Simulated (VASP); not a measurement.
# H14CO7 in VASP: single point with PBE+D3(BJ)

Aim: the single point of H14CO7 with PBE+D3(BJ).

All numbers are computed with VASP 6.6.1; they aren't measurements. Logs are shortened: lines on timing, memory, paths and dates and some standing lists are left out, and cuts for length are marked.

## (1) The cell of the first run

The cell holds a disordered packing, 22 atoms: a = 5.777 Å, b = 5.777 Å, c = 5.777 Å, α = 90.00°, β = 90.00°, γ = 90.00°.

## (2) Single point, PBE+D3(BJ)

File INCAR:

```
SYSTEM = H14CO7
PREC = Accurate
ENCUT = 1000
EDIFF = 1E-6
ISMEAR = -1
SIGMA = 0.05
LREAL = Auto
LASPH = .TRUE.
NELM = 120
ALGO = Normal
ISIF = 2
LWAVE = .FALSE.
LCHARG = .TRUE.
GGA = PE
IVDW = 12
LELF = .TRUE.
LVHAR = .TRUE.
NBANDS = 47
GGA_COMPAT = .FALSE.
```

File KPOINTS:

```
regular mesh
0
G
  1 1 1
  0 0 0
```

File POSCAR:

```
H14CO7
1.0
    5.7770000000      0.0000000000      0.0000000000
    0.0000000000      5.7770000000      0.0000000000
    0.0000000000      0.0000000000      5.7770000000
O H C
7 14 1
Direct
    0.1065562597      0.8125099819      0.5311968652
    0.3166752129      0.7693948056      0.1050883493
    1.0429064791      0.4143417260      0.2965764809
    0.8223074308      0.3652063781      0.8989357491
    0.3634521343      0.3001546204      0.7340334917
    0.5992148304      0.7388741298      0.7297648884
    0.7144503147      0.0979081214      0.4233502973
    0.1778883284      0.8483398389      0.3801416646
    0.2384558582      0.8194336712      0.6369362118
    0.4365651905      0.7855716661     -0.0151048312
    0.2695712090      0.6075371082      0.1013762415
    1.0462054127      0.5461482717      0.4068447516
    0.9589301159      0.2864661085      0.3728553668
    0.8989757584      0.4015083477      1.0495241113
    0.9346391494      0.2680023503      0.8194583547
    0.5075126229      0.2698548237      0.8195050269
    0.3817476458      0.4648359411      0.6980787721
    0.6711934534      0.8436562284      0.6161210343
    0.7181502583      0.6233403358      0.7746098635
    0.3735229997      0.1304666567      0.3361409659
    0.5554845262      0.4022669541      0.3421365333
    0.5422490092      0.2120946342      0.3724524109
```

Potentials or basis: VASP PAW PBE potentials, release 64 (O_h, H_h, C_h).

Run with:

```
> cat potpaw_PBE.64/O_h/POTCAR potpaw_PBE.64/H_h/POTCAR potpaw_PBE.64/C_h/POTCAR > POTCAR
> mpirun -np 1 vasp_gam > vasp.out
```

OUTCAR:

```text
SYSTEM = H14CO7
   PREC = Accurate
   ENCUT = 1000
   EDIFF = 1E-6
   ISMEAR = -1
   LREAL = Auto
   LASPH = .TRUE.
   NELM = 120
   ISIF = 2
   GGA = PE
   IVDW = 12
 IVDW          = 12

 ion  position               nearest neighbor table
   1  0.107  0.813  0.531-   9 0.98   8 0.99
   2  0.317  0.769  0.105-  11 0.97  10 0.99
   3  0.043  0.414  0.297-  13 0.99  12 0.99
   4  0.822  0.365  0.899-  15 0.97  14 1.00
   5  0.363  0.300  0.734-  17 0.98  16 0.98
   6  0.599  0.739  0.730-  18 0.99  19 0.99
   7  0.714  0.098  0.423-  22 1.23
   8  0.178  0.848  0.380-   1 0.99
   9  0.238  0.819  0.637-   1 0.98
  10  0.437  0.786  0.985-   2 0.99
  11  0.270  0.608  0.101-   2 0.97
  12  0.046  0.546  0.407-   3 0.99
  13  0.959  0.286  0.373-   3 0.99
  14  0.899  0.402  0.050-   4 1.00
  15  0.935  0.268  0.819-   4 0.97
  16  0.508  0.270  0.820-   5 0.98
  17  0.382  0.465  0.698-   5 0.98
  18  0.671  0.844  0.616-   6 0.99
  19  0.718  0.623  0.775-   6 0.99
  20  0.374  0.130  0.336-  22 1.10
  21  0.555  0.402  0.342-  22 1.12
  22  0.542  0.212  0.372-  20 1.10  21 1.12   7 1.23

  LATTYP: Found a simple cubic cell.
 ALAT       =     5.7770000000

  Lattice vectors:

 A1 = (   5.7770000000,   0.0000000000,   0.0000000000)
 A2 = (   0.0000000000,   5.7770000000,   0.0000000000)
 A3 = (   0.0000000000,   0.0000000000,   5.7770000000)

Analysis of symmetry for initial positions (statically):
=====================================================================
 Subroutine PRICEL returns:
 Original cell was already a primitive cell.

 Routine SETGRP: Setting up the symmetry group for a
 simple cubic supercell.

 Subroutine GETGRP returns: Found  1 space group operations
 (whereof  1 operations were pure point group operations)
 out of a pool of 48 trial point group operations.

The static configuration has the point symmetry C_1 .

Analysis of symmetry for dynamics (positions and initial velocities):
=====================================================================
 Subroutine PRICEL returns:
 Original cell was already a primitive cell.

 Routine SETGRP: Setting up the symmetry group for a
 simple cubic supercell.

 Subroutine GETGRP returns: Found  1 space group operations
 (whereof  1 operations were pure point group operations)
 out of a pool of 48 trial point group operations.

The dynamic configuration has the point symmetry C_1 .

 Subroutine INISYM returns: Found  1 space group operations
 (whereof  1 operations are pure point group operations),
 and found     1 'primitive' translations

----------------------------------------------------------------------------------------

                                     Primitive cell

  volume of cell :     192.8000

  direct lattice vectors                    reciprocal lattice vectors
     5.777000000  0.000000000  0.000000000     0.173100225  0.000000000  0.000000000
     0.000000000  5.777000000  0.000000000     0.000000000  0.173100225  0.000000000
     0.000000000  0.000000000  5.777000000     0.000000000  0.000000000  0.173100225

  length of vectors
     5.777000000  5.777000000  5.777000000     0.173100225  0.173100225  0.173100225

  position of ions in fractional coordinates (direct lattice)
     0.106556260  0.812509982  0.531196865
     0.316675213  0.769394806  0.105088349
     0.042906479  0.414341726  0.296576481
     0.822307431  0.365206378  0.898935749
     0.363452134  0.300154620  0.734033492
     0.599214830  0.738874130  0.729764888
[... 14 lines left out ...]
     0.555484526  0.402266954  0.342136533
     0.542249009  0.212094634  0.372452411

  ion indices of the primitive-cell ions
   primitive index   ion index
                 1           1
                 2           2
                 3           3
                 4           4
                 5           5
                 6           6
[... 14 lines left out ...]
                21          21
                22          22

----------------------------------------------------------------------------------------

 KPOINTS: regular mesh

Automatic generation of k-mesh.
 Grid dimensions read from file:
 generate k-points for:    1    1    1

 Generating k-lattice:

  Cartesian coordinates                     Fractional coordinates (reciprocal lattice)
     0.173100225  0.000000000  0.000000000     1.000000000  0.000000000  0.000000000
     0.000000000  0.173100225  0.000000000     0.000000000  1.000000000  0.000000000
     0.000000000  0.000000000  0.173100225     0.000000000  0.000000000  1.000000000

  Length of vectors
     0.173100225  0.173100225  0.173100225

  Shift w.r.t. Gamma in fractional coordinates (k-lattice)
     0.000000000  0.000000000  0.000000000

 Subroutine IBZKPT returns following result:
 ===========================================

 Found      1 irreducible k-points:

 Following reciprocal coordinates:
            Coordinates               Weight
  0.000000  0.000000  0.000000      1.000000
   k-points           NKPTS =      1   k-points in BZ     NKDIM =      1   number of bands    NBANDS=     47
   number of dos      NEDOS =    301   number of ions     NIONS =     22
   total plane-waves  NPLWV = 216000
   dimension x,y,z NGX =    60 NGY =   60 NGZ =   60
   dimension x,y,z NGXF=   120 NGYF=  120 NGZF=  120
   ions per type =               7  14   1
   NGX,Y,Z   is equivalent  to a cutoff of  17.27, 17.27, 17.27 a.u.
   NGXF,Y,Z  is equivalent  to a cutoff of  34.53, 34.53, 34.53 a.u.
 SYSTEM =  H14CO7
   PREC   = accura    normal or accurate (medium, high low for compatibility)
   ISTART =      0    job   : 0-new  1-cont  2-samecut
   ICHARG =      2    charge: 1-file 2-atom 10-const
   ISPIN  =      1    spin polarized calculation?
   LNONCOLLINEAR =      F non collinear calculations
   LSORBIT =      F    spin-orbit coupling
   LASPH  =      T    aspherical Exc in radial PAW
   ENCUT  = 1000.0 eV  73.50 Ry    8.57 a.u.  14.90 14.90 14.90*2*pi/ulx,y,z
   NELM   =    120;   NELMIN=  2; NELMDL= -5     # of ELM steps
   EDIFF  = 0.1E-05   stopping-criterion for ELM
   LREAL  =      T    real-space projection
   EDIFFG = 0.1E-04   stopping-criterion for IOM
   NSW    =      0    number of steps for IOM
   IBRION =     -1    ionic relax: 0-MD 1-quasi-New 2-CG
   NFREE  =      0    steps in history (QN), initial steepest desc. (CG)
   ISIF   =      2    stress and relaxation
   ISYM   =      2    0-nonsym 1-usesym 2-fastsym
   POTIM  = 0.5000    time-step for ionic-motion
   TEBEG  =    0.0;   TEEND  =   0.0 temperature during run
   PSTRESS=    0.0 pullay stress
   NELECT =      60.0000    total number of electrons
   NUPDOWN=      -1.0000    fix difference up-down
   EMIN   =  10.00;   EMAX   =-10.00  energy-range for DOS
   EFERMI =   0.00;   METHOD = LEGACY
   ISMEAR =    -1;   SIGMA  =   0.05  broadening in eV -4-tet -1-fermi 0-gaus
   EFERMI_NEDOS =   21; number of points for ismear=-14 and -15
   IALGO  =     38    algorithm
   IMIX   =      4    mixing-type and parameters
     AMIX     =   0.40;   BMIX     =  1.00
     AMIX_MAG =   1.60;   BMIX_MAG =  1.00
  volume/ion in A,a.u.               =       8.76        59.14
  Fermi-wavevector in a.u.,A,eV,Ry     =   1.109404  2.096469 16.745727  1.230776
  Thomas-Fermi vector in A             =   2.245943
   LORBIT       =      0    0 simple, 1 ext, 2 COOP (PROOUT), +10 PAW based schemes
   GGA     = PE    functional components
   LHFCALC =     F    Hartree Fock is set to
   AEXX    =    0.0000 exact exchange contribution
   IVDW    =    12    specifies the selected vdW correction
   LEPSILON=     F    determine dielectric tensor
   LRPA    =     F    only Hartree local field effects (RPA)
 non-spin polarized calculation
  energy-cutoff  :     1000.00
  volume of cell :      192.80
 maximum number of plane-waves:      6903
 NGX is ok and might be reduce to    60
   NGX = 29   NGY = 29   NGZ = 29

 number of electron      60.0000002 magnetization

 Free energy of the ion-electron system (eV)
  ---------------------------------------------------
  ext. energy  EPLUGINS =         0.00000000
  ---------------------------------------------------
  free energy    TOTEN  =      -110.29828793 eV

  energy without entropy =     -110.29828793  energy(sigma->0) =     -110.29828793

 E-fermi :  -1.0638     XC(G=0):  -7.5558

 val. band max:       -2.2819835806   @ k =   0.0000   0.0000   0.0000
 cond. band min:       2.0094350978   @ k =   0.0000   0.0000   0.0000
 fundamental gap:      4.2914186783
 Fermi energy:        -1.0638413563

 k-point     1 :       0.0000    0.0000    0.0000
  band No.  band energies     occupation
      1     -22.4839      2.00000
      2     -21.5408      2.00000
      3     -21.2239      2.00000
      4     -21.0638      2.00000
      5     -20.9302      2.00000
      6     -20.6453      2.00000
[... 34 lines left out ...]
     41       8.7240      0.00000
     42       8.8304      0.00000
 [bands above 42 left out]

------------------------ aborting loop because EDIFF is reached ----------------------------------------

 Edisp (eV)   -0.96146

 E8    (eV) :    -0.2052

  FORCE on cell =-STRESS in cart. coord.  units (eV):
  Direction    XX          YY          ZZ          XY          YZ          ZX
  --------------------------------------------------------------------------------------
  -------------------------------------------------------------------------------------
  Total       0.78563     0.38507     0.41392    -0.14421    -0.11178     0.09104
  in kB       6.52859     3.19992     3.43967    -1.19838    -0.92888     0.75652
  external pressure =        4.39 kB  Pullay stress =        0.00 kB

 VOLUME and BASIS-vectors are now :
 -----------------------------------------------------------------------------
  energy-cutoff  :     1000.00
  volume of cell :      192.80
      direct lattice vectors                 reciprocal lattice vectors
     5.777000000  0.000000000  0.000000000     0.173100225  0.000000000  0.000000000
     0.000000000  5.777000000  0.000000000     0.000000000  0.173100225  0.000000000
     0.000000000  0.000000000  5.777000000     0.000000000  0.000000000  0.173100225

 POSITION                                       TOTAL-FORCE (eV/Angst)
 -----------------------------------------------------------------------------------
      0.61558      4.69387      3.06872         0.236617      0.018718     -0.074429
      1.82943      4.44479      0.60710        -0.011861     -0.000805      0.003766
      0.24787      2.39365      1.71332        -0.029588     -0.004061     -0.010119
      4.75047      2.10980      5.19315         0.029981     -0.025698     -0.024785
      2.09966      1.73399      4.24051        -0.009392      0.016721      0.020198
      3.46166      4.26848      4.21585         0.086352     -0.028241     -0.015565
[... 14 lines left out ...]
      3.20903      2.32390      1.97652         0.000604     -0.058915     -0.019985
      3.13257      1.22527      2.15166        -0.170551      0.045850     -0.001800
 -----------------------------------------------------------------------------------
    total drift:                               -0.003028     -0.002019     -0.003602

  FREE ENERGIE OF THE ION-ELECTRON SYSTEM (eV)
  ---------------------------------------------------
  free  energy   TOTEN  =      -111.2597520400 eV

  energy  without entropy=     -111.2597520399  energy(sigma->0) =     -111.25975204
```

Wall time 26 s (1 thread of AMD EPYC 9R45 (Zen 5), shared host); peak memory 0.41 GiB.

What came out:

| Quantity | Value |
| --- | --- |
| Free energy | -111.2598 eV |
| Pressure | 0.4 GPa |
| Largest force | 0.249 eV/Å |
| Dispersion energy per atom | -0.044 eV |

Forces on the atoms (eV/Å):
```
O    0.237  0.019 -0.074
O   -0.012 -0.001  0.004
O   -0.030 -0.004 -0.010
O    0.030 -0.026 -0.025
O   -0.009  0.017  0.020
O    0.086 -0.028 -0.016
O    0.053 -0.055 -0.001
H   -0.063 -0.040  0.090
H   -0.166 -0.001  0.004
H    0.012 -0.003  0.002
H   -0.004 -0.002 -0.013
H    0.003  0.005  0.013
H    0.022  0.008 -0.013
H    0.017  0.012  0.020
H   -0.018  0.037  0.013
H   -0.028 -0.013 -0.014
H   -0.009  0.010  0.016
H   -0.027  0.010 -0.003
H   -0.050  0.017  0.014
H    0.126  0.052 -0.006
H    0.001 -0.059 -0.020
C   -0.171  0.046 -0.002
```

Caveat: the k points lie up to 1.09 Å⁻¹ apart, too coarse for converged energies, forces and pressures.
